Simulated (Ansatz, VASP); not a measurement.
**Two plane-wave programs on WS2**

```
W S
1.0
     3.28037    0.00000    0.00000
    -1.64019    2.84089    0.00000
     0.00000    0.00000   11.16872
W S
2 4
Direct
  0.33333 0.66667 0.25000
  0.66667 0.33333 0.75000
  0.33333 0.66667 0.62029
  0.66667 0.33333 0.12029
  0.33333 0.66667 0.87971
  0.66667 0.33333 0.37971
```

Change from the starting cell: strain +0.040 along x and y, -0.080 along z, atoms carried along.

Alike in both runs: task single point; functional PBE; dispersion D3(BJ); k mesh 12 × 12 × 4; occupations gaussian, width 0.05 eV; no spin polarisation.

|  | VASP | Ansatz |
| --- | --- | --- |
| version | VASP 6.6.1 | Ansatz 0.2.0 |
| potentials or method | VASP PAW PBE potentials, release 64 (W_sv, S), cutoff 520 eV | scalar-relativistic, plane waves, PAW |
| valence electrons in the cell | 52 | 52 |

```csv
,VASP,Ansatz,Ansatz less VASP
gap on the k mesh at the Fermi level (eV),none,none,-
pressure (GPa),2.6,2.6,+0.05
"traceless stress, the component that is largest in VASP (GPa)",15.57,15.57,-0.001
rms of the force components (eV/Å),0.722,0.722,+0.0008
```

Atom by atom the forces differ by 0.001 eV/Å (rms over components). A gap of «none» marks a metal or a gap that the smearing closes.

Neither program's run includes spin-orbit coupling.
